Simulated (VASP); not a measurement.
A run of VASP 6.6.1:

File POSCAR:

```
SnSe2
1.0
    3.8717660122      0.0000000000      0.0000000000
   -1.9358830061      3.3530477241      0.0000000000
    0.0000000000      0.0000000000      6.9878660156
Sn Se
1 2
Direct
    0.0000000000      0.0000000000      0.0000000000
    0.3333333333      0.6666666667      0.2281519245
    0.6666666667      0.3333333333      0.7718480755
```

The input INCAR.step1:

```
SYSTEM = SnSe2
PREC = Accurate ; ENCUT = 520
EDIFF = 1E-6 ; ISMEAR = 0
SIGMA = 0.02 ; LREAL = .FALSE.
LASPH = .TRUE. ; NELM = 100
ALGO = Normal ; ISIF = 2
LWAVE = .FALSE. ; LCHARG = .TRUE.
GGA = PE ; NBANDS = 20
```

Contents of KPOINTS.step1:

```
Automatic mesh
0
G
  12 12 4
  0 0 0
```

File INCAR.step2:

```
SYSTEM = SnSe2
PREC = Accurate ; ENCUT = 520
EDIFF = 1E-6 ; ISMEAR = -5
SIGMA = 0.02 ; LREAL = .FALSE.
LASPH = .TRUE. ; NELM = 100
ALGO = Normal ; ISIF = 2
LWAVE = .FALSE. ; LCHARG = .FALSE.
GGA = PE ; LORBIT = 11
NEDOS = 2001 ; ICHARG = 11
```

KPOINTS.step2

```
Automatic mesh
0
G
  18 18 6
  0 0 0
```

Potentials or basis: VASP PAW PBE potentials, release 64 (Sn_d, Se).

Run with:

```console
$ cat potpaw_PBE.64/Sn_d/POTCAR potpaw_PBE.64/Se/POTCAR > POTCAR
$ cp INCAR.step1 INCAR
$ cp KPOINTS.step1 KPOINTS
$ mpirun -np 1 vasp_std > vasp.out
$ cp INCAR.step2 INCAR
$ cp KPOINTS.step2 KPOINTS
$ mpirun -np 1 vasp_std > vasp.out
```

Hardware: 1 thread of Intel Xeon 8259CL, with other jobs on the host.

Question: Estimate the wall time of this run.

Answer: Wall time 6.6 min on 1 thread of Intel Xeon 8259CL, with other jobs on the host, peak memory 0.45 GiB. Counts: k points 202.
